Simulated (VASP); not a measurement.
The system is GaN (gallium nitride).

```
Ga N
1.0
     3.19000    0.00000    0.00000
    -1.59500    2.76262    0.00000
     0.00000    0.00000    5.19000
Ga N
2 2
Cartesian
  0.0000 1.8417 0.0000
  1.5950 0.9209 2.5950
  0.0000 1.8417 1.9566
  1.5950 0.9209 4.5516
```

| Quantity | Value |
| --- | --- |
| Program | VASP 6.6.1 |
| Task | relaxation of cell and atoms |
| Functional | PBE |
| Potentials or basis | VASP PAW PBE potentials, release 64 (Ga_d, N) |
| Cutoff | 600 eV |
| k mesh | 8 × 8 × 5 |
| Occupations | gaussian, width 0.01 eV |
| Spin | no spin polarisation |

At the start: pressure 5.0 GPa; volume 11.43 Å³/atom.

Question: Where does the relaxation end?

Answer: Over 19 steps the energy falls by 4.9 meV/atom and the volume is 11.75 Å³/atom (+2.8 %); space group P6_3mc (No. 186, to 0.05 Å).

The path:
```
step  energy change (eV)  largest force (eV/Å)  pressure (GPa)  volume (Å³)
   1              0.0000                0.0077            5.00        45.74
   2             -0.0061                0.0016           -3.75        48.14
   3             -0.0196                0.0048            0.02        47.03
   4             -0.0196                0.0046           -0.46        47.05
   5             -0.0193                0.0062            0.68        46.84
   6             -0.0196                0.0051            0.07        47.00
   7             -0.0196                0.0058           -0.02        47.00
   8             -0.0196                0.0049            0.03        47.00
   9             -0.0196                0.0052            0.10        47.00
  10             -0.0196                0.0033           -0.15        47.04
  11             -0.0196                0.0047            0.01        47.03
  12             -0.0196                0.0025           -0.01        47.03
  13             -0.0196                0.0025           -0.12        47.04
  14             -0.0196                0.0053           -0.07        47.03
  15             -0.0196                0.0005            0.14        47.01
  16             -0.0196                0.0026            0.03        47.02
  17             -0.0196                0.0040            0.02        47.02
  18             -0.0196                0.0014            0.01        47.02
  19             -0.0197                0.0016            0.01        47.02
```

Final structure:
```
Ga N
1.0
     3.21809    0.00000    0.00000
    -1.60905    2.78695    0.00000
     0.00000    0.00000    5.24255
Ga N
2 2
Direct
  0.33333 0.66667 0.00011
  0.66667 0.33333 0.50011
  0.33333 0.66667 0.37689
  0.66667 0.33333 0.87689
```
